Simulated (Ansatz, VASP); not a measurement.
AlRu in VASP and in Ansatz

```
Ru Al
1.0
     3.01141    0.00000    0.00000
     0.00000    3.01141    0.00000
     0.00000    0.00000    3.01141
Ru Al
1 1
Direct
  0.50000 0.50000 0.50000
  0.00000 0.00000 0.00000
```

Alike in both runs: task single point; functional r2SCAN; k mesh 9 × 9 × 9; occupations fermi-dirac, width 0.05 eV; no spin polarisation.

```csv
,VASP,Ansatz
version,VASP 6.6.1,Ansatz 0.2.0
potentials or method,"VASP PAW PBE potentials, release 64 (Ru_pv, Al)",Ansatz PAW
plane-wave cutoff (eV),520,500
valence electrons in the cell,17,19
```

VASP gave:

| Item | Value |
| --- | --- |
| gap on the k mesh at the Fermi level (eV) | none |
| pressure (GPa) | -6.0 |

Problem. Estimate Ansatz's values.

Solution. gap on the k mesh at the Fermi level (eV): none; pressure (GPa): -6.1.

VASP's potentials were made for PBE, not for r2SCAN. A gap of «none» marks a metal or a gap that the smearing closes. With one functional, cell and mesh, what is left measures potentials, basis and numerics. VASP's potentials hold 17 valence electrons a cell and Ansatz's 19, so a difference there can come from the potentials and not from the codes.
